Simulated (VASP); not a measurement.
Wanted: the native input for a VASP 6.6.1 run.

| Item | Value |
| --- | --- |
| Task | single point |
| Functional | PBE |
| Potentials or basis | VASP PAW PBE potentials, release 64 (K_sv, Br) |
| Cutoff | 520 eV |
| k mesh | 7 × 7 × 7 |
| Occupations | fermi-dirac, width 0.01 eV |
| Spin | no spin polarisation |
| Dipole correction | no |
| Further INCAR settings | ALGO = Normal; EDIFF = 1e-06; NBANDS = 15 |

The structure of KBr lies in POSCAR:

```
KBr
1.0
   -0.0329250000      3.2760375000      3.2760375000
    3.2760375000     -0.0329250000      3.2760375000
    3.2760375000      3.2760375000     -0.0329250000
K Br
1 1
Direct
    0.0000000000      0.0000000000      0.0000000000
    0.5000000000      0.5000000000      0.5000000000
```

This cell differs from its parent crystal: equal xy, yz and zx shear strains of -1 %.

One way to write it, as run:

INCAR

```
SYSTEM = KBr
PREC = Accurate ; ENCUT = 520
EDIFF = 1E-6 ; ISMEAR = -1
SIGMA = 0.01 ; LREAL = .False.
LASPH = .True. ; NELM = 80
ALGO = Normal ; ISIF = 2
LWAVE = .False. ; LCHARG = .False.
GGA = PE ; NBANDS = 15
```

KPOINTS

```
regular mesh
0
Gamma
  7 7 7
  0 0 0
```

Potentials or basis: VASP PAW PBE potentials, release 64 (K_sv, Br).

Launch:

```sh
$ cat potpaw_PBE.64/K_sv/POTCAR potpaw_PBE.64/Br/POTCAR > POTCAR
$ mpirun -np 1 vasp_std > vasp.out
```

It gave:

The pressure is 0.9 GPa. The band gap on the k mesh is 4.43 eV, direct.

Caveat: the cell differs from its parent crystal (equal xy, yz and zx shear strains of -1 %).

Wall time 20 s on 1 thread of Intel(R) Xeon(R) Platinum 8559C (Emerald Rapids), with other jobs on the host, peak memory 0.22 GiB.
